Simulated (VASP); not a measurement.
Input of a VASP 6.6.1 run:

File INCAR:

```
PREC = Accurate ; ENCUT = 520
EDIFF = 1E-7 ; ISMEAR = 0
SIGMA = 0.1 ; LREAL = F
LASPH = T ; NELM = 100
ALGO = Normal ; ISIF = 2
LWAVE = F ; LCHARG = F
GGA = PE ; NBANDS = 34
```

KPOINTS

```
Automatic mesh
0
Gamma
  4 4 4
```

POSCAR

```
Cu2B
1.0
    0.0000000000      3.3124307600      3.3124307600
    3.3124307600      0.0000000000      3.3124307600
    3.3124307600      3.3124307600      0.0000000000
Cu B
4 2
Direct
    0.6250000000      0.6250000000      0.6250000000
    0.1250000000      0.6250000000      0.6250000000
    0.6250000000      0.6250000000      0.1250000000
    0.6250000000      0.1250000000      0.6250000000
    0.0000000000      0.0000000000      0.0000000000
    0.2500000000      0.2500000000      0.2500000000
```

Potentials or basis: VASP PAW PBE potentials, release 64 (Cu, B).

Command:

```console
$ cat potpaw_PBE.64/Cu/POTCAR potpaw_PBE.64/B/POTCAR > POTCAR
$ mpirun -np 1 vasp_std > vasp.out
```

**Question.** Estimate the band gap on the k mesh.

**Answer.** Zero (band 25 reaches 6.95 eV, above the bottom of band 26 at 5.14 eV).

**Question.** Estimate the pressure.

**Answer.** -3.4 GPa.

Caveat: the k points lie up to 0.41 Å⁻¹ apart.
